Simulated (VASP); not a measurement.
KAgCl2: single point with r2SCAN

The system is KAgCl2.

```
K Ag Cl
1.0
     2.09824    1.21142    6.67169
    -2.09824    1.21142    6.67169
     0.00000   -2.42284    6.67169
K Ag Cl
1 1 2
Direct
  0.00000 0.00000 0.00000
  0.50000 0.50000 0.50000
  0.23835 0.23835 0.23835
  0.76165 0.76165 0.76165
```

```json
{
  "Program": "VASP 6.6.1",
  "Task": "single point",
  "Functional": "r2SCAN",
  "Potentials or basis": "VASP PAW PBE potentials, release 64 (K_sv, Ag, Cl)",
  "Cutoff": "520 eV",
  "k mesh": "6 × 6 × 6",
  "Occupations": "gaussian, width 0.01 eV",
  "Spin": "no spin polarisation"
}
```

```
Pressure               : 0.0 GPa
Largest force          : 0.006 eV/Å
Band gap on the k mesh : 3.08 eV (least direct gap 3.19 eV)
```

Forces in eV/Å, atoms in the order of the input:
```
K    0.000  0.000  0.000
Ag   0.000  0.000  0.000
Cl   0.000  0.000 -0.006
Cl   0.000  0.000  0.006
```

Levels at points of the mesh, in eV from the valence-band top:
```tsv
k point	band 14	band 15	band 16	band 17	band 18	band 19	band 20	band 21
(0.00, 0.00, 0.00)	-1.50	-1.24	-0.11	-0.11	3.08	5.78	7.15	8.36
(0.50, 0.00, 0.00)	-1.40	-1.28	-0.31	-0.08	5.26	5.93	7.46	8.34
(0.50, 0.50, 0.00)	-1.40	-1.30	-0.30	-0.13	5.02	6.16	6.27	9.03
(0.50, 0.50, 0.50)	-1.56	-1.21	0.00	0.00	4.08	5.24	6.56	8.06
```

Wall time 25 min on 1 thread of Intel(R) Xeon(R) Platinum 8259CL CPU @ 2.50GHz (Skylake/Cascade Lake) (shared host), peak memory 0.46 GiB.

Caveat: the PAW data sets were made with another functional, which shifts forces and pressure a little. A k mesh can miss the band edges.
